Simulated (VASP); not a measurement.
# Tl (Pm-3m) in VASP: a series of runs, part 2 of 2

VASP 6.6.1. Earlier steps stand in the parts before.

**4. Single point, PBE (30.94 Å³/atom)**

This run uses another cell than the first one, of 30.94 Å³/atom.

Contents of INCAR:

```
ALGO     = Normal         # electronic algorithm
EDIFF    = 1E-6           # SCF threshold, eV
ENCUT    = 520            # plane-wave cutoff, eV
GGA      = PE             # functional
ISIF     = 2              # what is computed and relaxed
ISMEAR   = -1             # smearing method
LASPH    = T              # aspherical terms in the spheres
LCHARG   = F              # write CHGCAR
LREAL    = F              # projectors in reciprocal space
LWAVE    = F              # write WAVECAR
NBANDS   = 12             # bands
NELM     = 80             # most SCF steps
PREC     = Accurate       # precision mode
SIGMA    = 0.08           # smearing width, eV
```

Contents of KPOINTS:

```
k-points
0
Gamma
  12 12 12
```

Contents of POSCAR:

```
Tl
1.0
    3.1393884663      0.0000000000      0.0000000000
    0.0000000000      3.1393884663      0.0000000000
    0.0000000000      0.0000000000      3.1393884663
Tl
1
Direct
    0.0000000000      0.0000000000      0.0000000000
```

Potentials or basis: VASP PAW PBE potentials, release 64 (Tl_d).

Run with:

```sh
$ cat potpaw_PBE.64/Tl_d/POTCAR > POTCAR
$ mpirun -np 1 vasp_std > vasp.out
```

OUTCAR:

```text
EDIFF = 1E-6
   ENCUT = 520
   GGA = PE
   ISIF = 2
   ISMEAR = -1
   LASPH = T
   LREAL = F
   NELM = 80
   PREC = Accurate

 ion  position               nearest neighbor table
   1  0.000  0.000  0.000-

  LATTYP: Found a simple cubic cell.
 ALAT       =     3.1393884663

  Lattice vectors:

 A1 = (   3.1393884663,   0.0000000000,   0.0000000000)
 A2 = (   0.0000000000,   3.1393884663,   0.0000000000)
 A3 = (   0.0000000000,   0.0000000000,   3.1393884663)

Analysis of symmetry for initial positions (statically):
=====================================================================
 Subroutine PRICEL returns:
 Original cell was already a primitive cell.

 Routine SETGRP: Setting up the symmetry group for a
 simple cubic supercell.

 Subroutine GETGRP returns: Found 48 space group operations
 (whereof 48 operations were pure point group operations)
 out of a pool of 48 trial point group operations.

The static configuration has the point symmetry O_h .

Analysis of symmetry for dynamics (positions and initial velocities):
[... 168 lines left out ...]
      3      -5.3795      2.00000
      4      -5.3795      2.00000
      5      -5.3795      2.00000
      6      -4.0390      2.00000
      7      12.7735      0.00000
      8      12.7735      0.00000
      9      12.7735      0.00000
     10      15.7831      0.00000
     11      17.4137      0.00000
     12      17.4137      0.00000
[... 331 lines left out ...]
 k-point    24 :       0.4167    0.3333    0.0000
  band No.  band energies     occupation
      1      -6.1893      2.00000
      2      -6.0688      2.00000
      3      -5.6473      2.00000
      4      -5.5845      2.00000
      5      -5.3385      2.00000
      6       0.4458      2.00000
      7       5.1886      1.99935
      8       7.5969      0.00000
      9      12.5422      0.00000
     10      17.6289      0.00000
     11      19.0276      0.00000
     12      20.6425      0.00000

 [... further k-points ...]

------------------------ aborting loop because EDIFF is reached ----------------------------------------

  FORCE on cell =-STRESS in cart. coord.  units (eV):
  Direction    XX          YY          ZZ          XY          YZ          ZX
  --------------------------------------------------------------------------------------
  -------------------------------------------------------------------------------------
  Total        0.5742757      0.5742757      0.5742757     -0.0000000      0.0000000     -0.0000000
  in kB       29.7369115     29.7369115     29.7369115     -0.0000000      0.0000000     -0.0000000
  external PRESSURE =      29.7369115 kB  Pullay stress =       0.0000000 kB

 VOLUME and BASIS-vectors are now :
 -----------------------------------------------------------------------------
  energy-cutoff  :      520.00
  volume of cell :       30.94
      direct lattice vectors                 reciprocal lattice vectors
     3.139388466  0.000000000  0.000000000     0.318533374  0.000000000  0.000000000
     0.000000000  3.139388466  0.000000000     0.000000000  0.318533374  0.000000000
     0.000000000  0.000000000  3.139388466     0.000000000  0.000000000  0.318533374

 POSITION                                       TOTAL-FORCE (eV/Angst)
 -----------------------------------------------------------------------------------
      0.00000      0.00000      0.00000         0.000000      0.000000      0.000000
 -----------------------------------------------------------------------------------
    total drift:                                0.000000     -0.000000      0.000000

  FREE ENERGIE OF THE ION-ELECTRON SYSTEM (eV)
  ---------------------------------------------------
  free  energy   TOTEN  =        -2.0658858063 eV

  energy  without entropy=       -2.0556180003  energy(sigma->0) =       -2.06075190
```

stdout:

```text
POSCAR found type information on POSCAR Tl
 POSCAR found :  1 types and       1 ions
 scaLAPACK will be used
 LDA part: xc-table for (Slater+PW92), standard interpolation
 POSCAR, INCAR and KPOINTS ok, starting setup
 FFT: planning ... GRIDC
 FFT: planning ... GRID_SOFT
 FFT: planning ... GRID
 WAVECAR not read
 entering main loop
```

Run time: 17 s. Hardware: 1 thread of Intel Xeon 8259CL, shared host; peak memory 0.15 GiB.

What came out:

```yaml
Free_energy: -2.0659 eV
Pressure: 3.0 GPa
Band_gap_on_the_k_mesh: zero (an odd number of electrons rules out a gap without spin polarisation)
```

Caveat: spin-orbit coupling is left out, which moves the levels of the heavy elements.

**5. Single point, PBE (30.94 Å³/atom)**

This run uses another cell than the first one, of 30.94 Å³/atom.

Contents of INCAR:

```
SYSTEM = Tl
PREC = Accurate
ENCUT = 520
EDIFF = 1E-6
ISMEAR = -1
SIGMA = 0.08
LREAL = .False.
LASPH = .True.
NELM = 60
ALGO = Normal
ISIF = 2
LWAVE = .False.
LCHARG = .False.
GGA = PE
NBANDS = 12
```

Contents of KPOINTS:

```
regular mesh
0
Gamma
  12 12 12
  0 0 0
```

POSCAR is that of step 4.

Potentials or basis: VASP PAW PBE potentials, release 64 (Tl_d).

Run with:

```sh
$ cat potpaw_PBE.64/Tl_d/POTCAR > POTCAR
$ mpirun -np 1 vasp_std > vasp.out
```

OUTCAR:

```text
SYSTEM = Tl
   PREC = Accurate
   ENCUT = 520
   EDIFF = 1E-6
   ISMEAR = -1
   LREAL = .False.
   LASPH = .True.
   NELM = 60
   ISIF = 2
   GGA = PE

 ion  position               nearest neighbor table
   1  0.000  0.000  0.000-

  LATTYP: Found a simple cubic cell.
 ALAT       =     3.1393884663

  Lattice vectors:

 A1 = (   3.1393884663,   0.0000000000,   0.0000000000)
 A2 = (   0.0000000000,   3.1393884663,   0.0000000000)
 A3 = (   0.0000000000,   0.0000000000,   3.1393884663)

Analysis of symmetry for initial positions (statically):
=====================================================================
 Subroutine PRICEL returns:
 Original cell was already a primitive cell.

 Routine SETGRP: Setting up the symmetry group for a
 simple cubic supercell.

 Subroutine GETGRP returns: Found 48 space group operations
 (whereof 48 operations were pure point group operations)
 out of a pool of 48 trial point group operations.

The static configuration has the point symmetry O_h .

Analysis of symmetry for dynamics (positions and initial velocities):
=====================================================================
 Subroutine PRICEL returns:
 Original cell was already a primitive cell.

 Routine SETGRP: Setting up the symmetry group for a
 simple cubic supercell.

 Subroutine GETGRP returns: Found 48 space group operations
 (whereof 48 operations were pure point group operations)
 out of a pool of 48 trial point group operations.

The dynamic configuration has the point symmetry O_h .

 Subroutine INISYM returns: Found 48 space group operations
 (whereof 48 operations are pure point group operations),
 and found     1 'primitive' translations

----------------------------------------------------------------------------------------

                                     Primitive cell

  volume of cell :      30.9411
[... 111 lines left out ...]
   LORBIT       =      0    0 simple, 1 ext, 2 COOP (PROOUT), +10 PAW based schemes
   GGA     = PE    functional components
   LHFCALC =     F    Hartree Fock is set to
   AEXX    =    0.0000 exact exchange contribution
   IVDW    =     0    specifies the selected vdW correction
   LEPSILON=     F    determine dielectric tensor
   LRPA    =     F    only Hartree local field effects (RPA)
 non-spin polarized calculation
  energy-cutoff  :      520.00
  volume of cell :       30.94
 maximum number of plane-waves:       856
 NGX is ok and might be reduce to    24
   NGX = 11   NGY = 11   NGZ = 11

 number of electron      12.9999996 magnetization

 Free energy of the ion-electron system (eV)
  ---------------------------------------------------
  ext. energy  EPLUGINS =         0.00000000
  ---------------------------------------------------
  free energy    TOTEN  =        -2.06588581 eV

  energy without entropy =       -2.05561800  energy(sigma->0) =       -2.06075190

 E-fermi :   5.8312     XC(G=0):  -9.7166

 val. band max:        5.8047275108   @ k =   0.5000   0.5000   0.1667
 cond. band min:       6.0569034399   @ k =   0.4167   0.4167   0.0000
 fundamental gap:      0.2521759292
 Fermi energy:         5.8311529177

 k-point     1 :       0.0000    0.0000    0.0000
  band No.  band energies     occupation
      1      -6.4954      2.00000
      2      -6.4954      2.00000
      3      -5.3795      2.00000
      4      -5.3795      2.00000
      5      -5.3795      2.00000
      6      -4.0390      2.00000
      7      12.7735      0.00000
      8      12.7735      0.00000
      9      12.7735      0.00000
     10      15.7831      0.00000
     11      17.4137      0.00000
     12      17.4137      0.00000
[... 331 lines left out ...]
 k-point    24 :       0.4167    0.3333    0.0000
  band No.  band energies     occupation
      1      -6.1893      2.00000
      2      -6.0688      2.00000
      3      -5.6473      2.00000
      4      -5.5845      2.00000
      5      -5.3385      2.00000
      6       0.4458      2.00000
      7       5.1886      1.99935
      8       7.5969      0.00000
      9      12.5422      0.00000
     10      17.6289      0.00000
     11      19.0276      0.00000
     12      20.6425      0.00000

 [... further k-points ...]

------------------------ aborting loop because EDIFF is reached ----------------------------------------

  FORCE on cell =-STRESS in cart. coord.  units (eV):
  Direction    XX          YY          ZZ          XY          YZ          ZX
  --------------------------------------------------------------------------------------
  -------------------------------------------------------------------------------------
  Total        0.5742757      0.5742757      0.5742757     -0.0000000      0.0000000     -0.0000000
  in kB       29.7369115     29.7369115     29.7369115     -0.0000000      0.0000000     -0.0000000
  external PRESSURE =      29.7369115 kB  Pullay stress =       0.0000000 kB

 VOLUME and BASIS-vectors are now :
 -----------------------------------------------------------------------------
  energy-cutoff  :      520.00
  volume of cell :       30.94
      direct lattice vectors                 reciprocal lattice vectors
     3.139388466  0.000000000  0.000000000     0.318533374  0.000000000  0.000000000
     0.000000000  3.139388466  0.000000000     0.000000000  0.318533374  0.000000000
     0.000000000  0.000000000  3.139388466     0.000000000  0.000000000  0.318533374

 POSITION                                       TOTAL-FORCE (eV/Angst)
 -----------------------------------------------------------------------------------
      0.00000      0.00000      0.00000         0.000000      0.000000      0.000000
 -----------------------------------------------------------------------------------
    total drift:                                0.000000     -0.000000      0.000000

  FREE ENERGIE OF THE ION-ELECTRON SYSTEM (eV)
  ---------------------------------------------------
  free  energy   TOTEN  =        -2.0658858063 eV

  energy  without entropy=       -2.0556180003  energy(sigma->0) =       -2.06075190
```

It took 23 s on 1 thread of Intel Xeon 8259CL, shared host; peak memory 0.16 GiB.

Results:

| Quantity | Value |
| --- | --- |
| Free energy | -2.0659 eV |
| Pressure | 3.0 GPa |
| Band gap on the k mesh | zero (an odd number of electrons rules out a gap without spin polarisation) |

Levels at points of the mesh, in eV from the Fermi level:
```csv
k point,band 4,band 5,band 6,band 7,band 8,band 9
"(0.00, 0.00, 0.00)",-11.21,-11.21,-9.87,6.94,6.94,6.94
"(0.50, 0.00, 0.00)",-11.53,-11.18,-6.43,-3.13,9.88,9.88
"(0.50, 0.50, 0.00)",-11.49,-10.88,-3.45,-0.53,-0.53,4.70
"(0.50, 0.50, 0.50)",-10.86,-10.86,-0.33,2.02,2.02,2.02
```

Caveat: spin-orbit coupling is left out, which moves the levels of the heavy elements.

**6. Single point, PBE**

This run uses another cell than the first one, of 34.38 Å³/atom.

Contents of INCAR:

```
SYSTEM = Tl
  PREC = Accurate
  ENCUT = 520
  EDIFF = 1E-6
  ISMEAR = -1
  SIGMA = 0.08
  LREAL = .False.
  LASPH = .True.
  NELM = 80
  ALGO = Normal
  ISIF = 2
  LWAVE = .False.
  LCHARG = .False.
  GGA = PE
  NBANDS = 12
```

Contents of KPOINTS:

```
Automatic mesh
0
Gamma
  12 12 12
  0 0 0
```

Contents of POSCAR:

```
Tl
1.0
    3.2516032972      0.0000000000      0.0000000000
    0.0000000000      3.2516032972      0.0000000000
    0.0000000000      0.0000000000      3.2516032972
Tl
1
Direct
    0.0000000000      0.0000000000      0.0000000000
```

Potentials or basis: VASP PAW PBE potentials, release 64 (Tl_d).

Run with:

```sh
$ cat potpaw_PBE.64/Tl_d/POTCAR > POTCAR
$ mpirun -np 1 vasp_std > vasp.out
```

Run time: 14 s. Hardware: 1 thread of Intel Xeon 8259CL, shared host; peak memory 0.16 GiB.

It converged, with:

* Free energy: -2.0955 eV
* Pressure: -0.1 GPa
* Band gap on the k mesh: zero (an odd number of electrons rules out a gap without spin polarisation)

Levels at points of the mesh, in eV from the Fermi level:
| k point | band 2 | band 3 | band 4 | band 5 | band 6 | band 7 | band 8 | band 9 | band 10 | band 11 |
| --- | --- | --- | --- | --- | --- | --- | --- | --- | --- | --- |
| (0.00, 0.00, 0.00) | -12.13 | -11.26 | -11.26 | -11.26 | -9.30 | 6.42 | 6.42 | 6.42 | 9.05 | 10.77 |
| (0.50, 0.00, 0.00) | -11.62 | -11.51 | -11.51 | -11.24 | -6.42 | -2.76 | 8.98 | 8.98 | 11.49 | 11.57 |
| (0.50, 0.50, 0.00) | -11.84 | -11.48 | -11.48 | -11.00 | -3.84 | -0.42 | -0.42 | 4.49 | 11.92 | 13.73 |
| (0.50, 0.50, 0.50) | -11.83 | -11.83 | -10.99 | -10.99 | -1.20 | 1.85 | 1.85 | 1.85 | 7.03 | 7.57 |

Caveat: spin-orbit coupling is left out, which moves the levels of the heavy elements.

**7. Summary**

| cell | gap on the mesh (eV) | pressure (GPa) |
| --- | --- | --- |
| a = 2.887 Å, 1 atom | none | 20.1 |
| a = 3.019 Å, 1 atom | none | 8.7 |
| a = 3.139 Å, 1 atom | none | 3.0 |
| a = 3.252 Å, 1 atom | none | -0.1 |

Alike in all rows: task single point; level PBE; potentials or basis VASP PAW PBE potentials, release 64 (Tl_d); no spin polarisation; k mesh 12 × 12 × 12; cutoff (eV) 520; smearing fermi-dirac 0.08 eV.

Caveats: spin-orbit coupling is left out, which moves the levels of the heavy elements; the cell stands under pressure (at least some runs).

Total energies depend on the potentials used, so only differences within one code and one set of settings carry meaning.

The gap in the log of VASP goes by the Fermi energy; the results here count the filled bands.